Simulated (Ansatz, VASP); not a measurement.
## KZnF3: VASP beside Ansatz

INCAR

```
ALGO     = Normal         # electronic algorithm
EDIFF    = 1E-7           # SCF threshold, eV
ENCUT    = 520            # plane-wave cutoff, eV
GGA      = PE             # functional
ISIF     = 2              # what is computed and relaxed
ISMEAR   = 0              # smearing method
LASPH    = T              # aspherical terms in the spheres
LCHARG   = F              # write CHGCAR
LREAL    = F              # projectors in reciprocal space
LWAVE    = F              # write WAVECAR
NBANDS   = 29             # bands
NELM     = 60             # most SCF steps
PREC     = Accurate       # precision mode
SIGMA    = 0.05           # smearing width, eV
```

The input KPOINTS:

```
k-points
0
Gamma
  6 6 6
```

POSCAR

```
KZnF3
1.0
    4.1275291579      0.0000000000      0.0000000000
    0.0000000000      4.1275291579      0.0000000000
    0.0000000000      0.0000000000      4.1275291579
K Zn F
1 1 3
Direct
    0.0000000000      0.0000000000      0.0000000000
    0.5000000000      0.5000000000      0.5000000000
    0.5000000000      0.5000000000      0.0000000000
    0.0000000000      0.5000000000      0.5000000000
    0.5000000000      0.0000000000      0.5000000000
```

Input for Ansatz:

```yaml
crystal:
  lattice:
    - [4.1275291579, 0.0, 0.0]
    - [0.0, 4.1275291579, 0.0]
    - [0.0, 0.0, 4.1275291579]
  atoms:
    - { symbol: K, position: [0.0, 0.0, 0.0] }
    - { symbol: Zn, position: [0.5, 0.5, 0.5] }
    - { symbol: F, position: [0.5, 0.5, 0.0] }
    - { symbol: F, position: [0.0, 0.5, 0.5] }
    - { symbol: F, position: [0.5, 0.0, 0.5] }
basis:
  ecutwfc: 420
  ecutrho_ratio: 4
kpoints:
  mp_grid: { grid: [6, 6, 6] }
hamiltonian:
  xc: pbe
  pseudopotentials: { kind: paw, frozen_core: stored }
scf:
  occupations: { method: gaussian, width: 0.05 }
output:
  forces: true
  stress: true
  eigenvalues: true
```

Alike in both runs: task single point; functional PBE; k mesh 6 × 6 × 6; occupations gaussian, width 0.05 eV; no spin polarisation.

```csv
,VASP,Ansatz
version,VASP 6.6.1,Ansatz 0.2.0
potentials or method,"VASP PAW PBE potentials, release 64 (K_sv, Zn, F), cutoff 520 eV","scalar-relativistic, plane waves, PAW"
valence electrons in the cell,42,42
```

```tsv
	VASP	Ansatz	Ansatz less VASP
gap on the k mesh at the Fermi level (eV)	3.65	3.71	+0.062
least direct gap on the mesh (eV)	5.19	5.22	+0.036
pressure (GPa)	0.3	0.0	-0.25
```
